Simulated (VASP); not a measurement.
Crystal: Ru.

```
Ru
1.0
     2.42093    0.00000    0.00000
     0.00000    2.42093    0.00000
     0.00000    0.00000    2.42093
Ru
1
Direct
  0.00000 0.00000 0.00000
```

```yaml
Program: VASP 6.6.1
Task: relaxation of cell and atoms
Functional: PBEsol
Potentials_or_basis: VASP PAW PBE potentials, release 64 (Ru_pv)
Cutoff: 500 eV
k_mesh: 8 × 8 × 8
Occupations: gaussian, width 0.1 eV
Spin: no spin polarisation
```

At the start: pressure 21.7 GPa; volume 14.19 Å³/atom.

How do energy, volume and symmetry change on relaxing?

Over 4 steps the energy falls by 67.5 meV/atom and the volume is 15.27 Å³/atom (+7.6 %); space group Pm-3m (No. 221, to 0.05 Å).

The path:
```tsv
step	energy change (eV)	largest force (eV/Å)	pressure (GPa)	volume (Å³)
1	0.0000	0.0000	21.70	14.19
2	0.3103	0.0000	-30.82	18.51
3	-0.0672	0.0000	-1.38	15.34
4	-0.0675	0.0000	-0.14	15.27
```

Final structure:
```
Ru
1.0
     2.48068    0.00000    0.00000
     0.00000    2.48068    0.00000
     0.00000    0.00000    2.48068
Ru
1
Direct
  0.00000 0.00000 0.00000
```

Caveat: the PAW data sets were made with another functional, which shifts forces and pressure a little.
